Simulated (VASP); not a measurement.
**Ta3Cu: single point with PBEsol**

Ta3Cu:

```
CELL_PARAMETERS angstrom
-2.00651 2.00651 4.20817
2.00651 -2.00651 4.20817
2.00651 2.00651 -4.20817
ATOMIC_POSITIONS crystal
Ta 0.50000 0.50000 0.00000
Ta 0.25000 0.75000 0.50000
Ta 0.75000 0.25000 0.50000
Cu 0.00000 0.00000 0.00000
```

* Program: VASP 6.6.1
* Task: single point
* Functional: PBEsol
* Potentials or basis: VASP PAW PBE potentials, release 64 (Ta_pv, Cu)
* Cutoff: 520 eV
* k mesh: 7 × 7 × 7
* Occupations: fermi-dirac, width 0.05 eV
* Spin: no spin polarisation

```yaml
Pressure: -6.2 GPa
Band_gap_on_the_k_mesh: zero (bands 22 and 23 overlap by 0.85 eV)
```

Stress tensor (GPa, compression positive):
```
-5.96  0.00  0.00
 0.00 -5.96  0.00
 0.00  0.00 -6.70
```

Levels at points of the mesh, in eV from the Fermi level:
```csv
k point,band 19,band 20,band 21,band 22,band 23,band 24,band 25,band 26
"(0.00, 0.00, 0.00)",-1.62,-1.62,-0.16,-0.16,0.08,2.03,2.25,2.46
```

Run time: 5.4 min on 1 thread of Intel Xeon 8259CL (shared host), peak memory 0.28 GiB.

Caveat: the cell stands under tension; the PAW data sets were made with another functional, which shifts forces and pressure a little; spin-orbit coupling is left out, which moves the levels of the heavy elements.
